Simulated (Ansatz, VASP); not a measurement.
**Re: VASP beside Ansatz**

Contents of INCAR:

```
SYSTEM = Re
ALGO = Fast
EDIFF = 1E-6
ENCUT = 520
GGA = PE
ISIF = 2
ISMEAR = 0
LASPH = .TRUE.
LCHARG = .TRUE.
LELF = .TRUE.
LREAL = .FALSE.
LVHAR = .TRUE.
LWAVE = .FALSE.
NBANDS = 10
NELM = 100
PREC = Accurate
SIGMA = 0.15
```

KPOINTS

```
k-points
0
G
  10 10 10
  0 0 0
```

The input POSCAR:

```
Re
1.0
    0.0000000000      1.9472457280      1.9472457280
    1.9472457280      0.0000000000      1.9472457280
    1.9472457280      1.9472457280      0.0000000000
Re
1
Direct
    0.0000000000      0.0000000000      0.0000000000
```

Input for Ansatz:

```yaml
crystal:
  lattice:
    - [0.0, 1.947245728, 1.947245728]
    - [1.947245728, 0.0, 1.947245728]
    - [1.947245728, 1.947245728, 0.0]
  atoms:
    - { symbol: Re, position: [0.0, 0.0, 0.0] }
basis:
  ecutwfc: 420
kpoints:
  mp_grid: { grid: [10, 10, 10] }
hamiltonian:
  xc: pbe
scf:
  occupations: { method: gaussian, width: 0.15 }
output:
  forces: true
  stress: true
  eigenvalues: true
```

Alike in both runs: task single point; functional PBE; k mesh 10 × 10 × 10; occupations gaussian, width 0.15 eV; no spin polarisation.

|  | VASP | Ansatz |
| --- | --- | --- |
| version | VASP 6.6.1 | Ansatz 0.2.0 |
| potentials or method | VASP PAW PBE potentials, release 64 (Re), cutoff 520 eV | scalar-relativistic, plane waves, PAW |
| valence electrons in the cell | 7 | 15 |

Ansatz gave:

```
gap on the k mesh at the Fermi level (eV) : none
pressure (GPa)                            : 5.8
```

Task: Estimate VASP's values.

Result: gap on the k mesh at the Fermi level (eV): none; pressure (GPa): 5.3.

A gap of «none» marks a metal or a gap that the smearing closes. VASP's potentials hold 7 valence electrons a cell and Ansatz's 15, so a difference there can come from the potentials and not from the codes.

Spin-orbit coupling is off throughout.
